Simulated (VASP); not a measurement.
**La2O3: relaxation of cell and atoms with LDA**

The system is La2O3.

```
La O
1.0
     6.37027    0.00000    0.00000
    -3.18514    5.51682    0.00000
     0.00000    0.00000    3.28989
La O
2 3
Direct
  0.66667 0.33333 0.49810
  0.33333 0.66667 0.50190
  0.50461 0.00000 0.00000
  0.00000 0.50461 0.00000
  0.49539 0.49539 0.00000
```

```json
{
  "Program": "VASP 6.6.1",
  "Task": "relaxation of cell and atoms",
  "Functional": "LDA",
  "Potentials or basis": "VASP PAW LDA potentials, release 64 (La, O)",
  "Cutoff": "600 eV",
  "k mesh": "4 × 4 × 6",
  "Occupations": "fermi-dirac, width 0.05 eV",
  "Spin": "no spin polarisation",
  "Dipole correction": "no",
  "Further INCAR settings": "ALGO = Normal; EDIFF = 1e-06; IBRION = 2; EDIFFG = -0.02; NSW = 80; ISIF = 3"
}
```

```
Relaxed volume                        : 21.87 Å³/atom
Relaxed cell                          : a = 6.253 Å, b = 6.253 Å, c = 3.230 Å, α = 90.00°, β = 90.00°, γ = 120.00°
Space group after relaxing (to 0.1 Å) : P6/mmm (No. 191)
Energy gained by relaxing             : 22.5 meV/atom
Ionic steps                           : 13
Pressure after relaxing               : -0.1 GPa
Largest force after relaxing          : 0.013 eV/Å
Band gap on the k mesh                : 1.20 eV (least direct gap 1.82 eV)
```

Forces in eV/Å, atoms in the order of the input:
```
La   0.000  0.000 -0.009
La   0.000  0.000  0.009
O   -0.013  0.000  0.000
O    0.007 -0.011  0.000
O    0.007  0.011  0.000
```

Stress tensor (GPa, compression positive):
```
-0.11  0.00  0.00
 0.00 -0.11  0.00
 0.00  0.00 -0.02
```

The path:
```
step  energy change (eV)  largest force (eV/Å)  pressure (GPa)  volume (Å³)
   1              0.0000                0.0510           -5.33       115.62
   2              0.0551                0.0316            7.67       103.20
   3             -0.1076                0.0355           -0.24       109.83
   4             -0.1076                0.0352           -0.13       109.71
   5             -0.1111                0.0316            0.03       109.25
   6             -0.1112                0.0311            0.05       109.17
   7             -0.1112                0.0309            0.06       109.16
   8             -0.1114                0.0297           -0.04       109.27
   9             -0.1114                0.0276           -0.19       109.41
  10             -0.1115                0.0265           -0.19       109.41
  11             -0.1117                0.0245           -0.17       109.41
  12             -0.1119                0.0207           -0.14       109.39
  13             -0.1123                0.0132           -0.08       109.36
```

Final structure:
```
La O
1.0
     6.25257    0.00000    0.00000
    -3.12629    5.41489    0.00000
     0.00000    0.00000    3.23020
La O
2 3
Direct
  0.66667 0.33333 0.50078
  0.33333 0.66667 0.49922
  0.50171 0.00000 0.00000
  0.00000 0.50171 0.00000
  0.49829 0.49829 0.00000
```

Levels at points of the mesh, in eV from the valence-band top:
```csv
k point,band 16,band 17,band 18,band 19,band 20,band 21,band 22,band 23,band 24
"(0.00, 0.00, 0.00)",-2.26,-1.18,-1.18,-0.99,-0.62,1.20,3.19,3.80,3.80
"(0.50, 0.00, 0.00)",-1.94,-1.88,-1.48,-1.29,-1.13,2.39,3.22,4.08,4.16
"(0.00, 0.00, 0.50)",-1.65,-1.48,-1.48,-0.55,0.00,4.14,4.16,4.24,4.26
"(0.50, 0.00, 0.50)",-2.07,-1.78,-1.67,-0.93,-0.78,4.15,4.23,4.28,4.28
```

Wall time 9.3 min on 1 thread of Intel(R) Xeon(R) Platinum 8488C (Sapphire Rapids) (shared host), peak memory 0.25 GiB.

Caveat: spin-orbit coupling is left out, which moves the levels of the heavy elements. A k mesh can miss the band edges.
